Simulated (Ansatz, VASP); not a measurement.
SrCl2 in VASP and in Ansatz

Contents of INCAR:

```
ALGO = Normal ; EDIFF = 1E-6
ENCUT = 520 ; ISIF = 2
ISMEAR = -1 ; LASPH = True
LCHARG = False ; LREAL = False
LWAVE = False ; NBANDS = 19
NELM = 80 ; PREC = Accurate
SIGMA = 0.01
```

KPOINTS

```
k-points
0
Gamma
  8 8 8
```

File POSCAR:

```
SrCl2
1.0
    0.0000000000      3.4143473819      3.4143473819
    3.4143473819      0.0000000000      3.4143473819
    3.4143473819      3.4143473819      0.0000000000
Sr Cl
1 2
Direct
    0.0000000000      0.0000000000      0.0000000000
    0.2500000000      0.2500000000      0.2500000000
    0.7500000000      0.7500000000      0.7500000000
```

Input for Ansatz:

```yaml
crystal:
  lattice:
    - [0.0, 3.4143473819, 3.4143473819]
    - [3.4143473819, 0.0, 3.4143473819]
    - [3.4143473819, 3.4143473819, 0.0]
  atoms:
    - { symbol: Sr, position: [0.0, 0.0, 0.0] }
    - { symbol: Cl, position: [0.25, 0.25, 0.25] }
    - { symbol: Cl, position: [0.75, 0.75, 0.75] }
kpoints:
  mp_grid: { grid: [8, 8, 8] }
  band_path:
    path:
      - [0.0, 0.0, 0.0]
      - [0.5, 0.0, 0.5]
      - [0.625, 0.25, 0.625]
      - [0.375, 0.375, 0.75]
      - [0.0, 0.0, 0.0]
      - [0.5, 0.5, 0.5]
      - [0.5, 0.25, 0.75]
      - [0.5, 0.0, 0.5]
    npoints: 5
scf:
  occupations: { method: fermi_dirac, width: 0.01 }
hamiltonian:
  xc: lda
  pseudopotentials: { kind: all_electron, lapw: { basis_error: 0.001 } }
output:
  forces: true
  stress: true
  eigenvalues: true
```

Change from the starting cell: volume scaled by 0.94.

Alike in both runs: task single point; functional LDA; k mesh 8 × 8 × 8; occupations fermi-dirac, width 0.01 eV; no spin polarisation.

```csv
,VASP,Ansatz
version,VASP 6.6.1,Ansatz 0.2.0
potentials or method,"VASP PAW LDA potentials, release 64 (Sr_sv, Cl), cutoff 520 eV","all-electron LAPW, scalar-relativistic"
```

VASP gave:

| Quantity | Value |
| --- | --- |
| gap on the k mesh at the Fermi level (eV) | 5.11 |
| pressure (GPa) | -0.4 |

Estimate Ansatz's values.

gap on the k mesh at the Fermi level (eV): 5.11; pressure (GPa): -0.5.

LDA's correlation is that of Perdew and Zunger in VASP and of Perdew and Wang (1992) in Ansatz. Ansatz ran all-electron here, and VASP with PAW potentials.
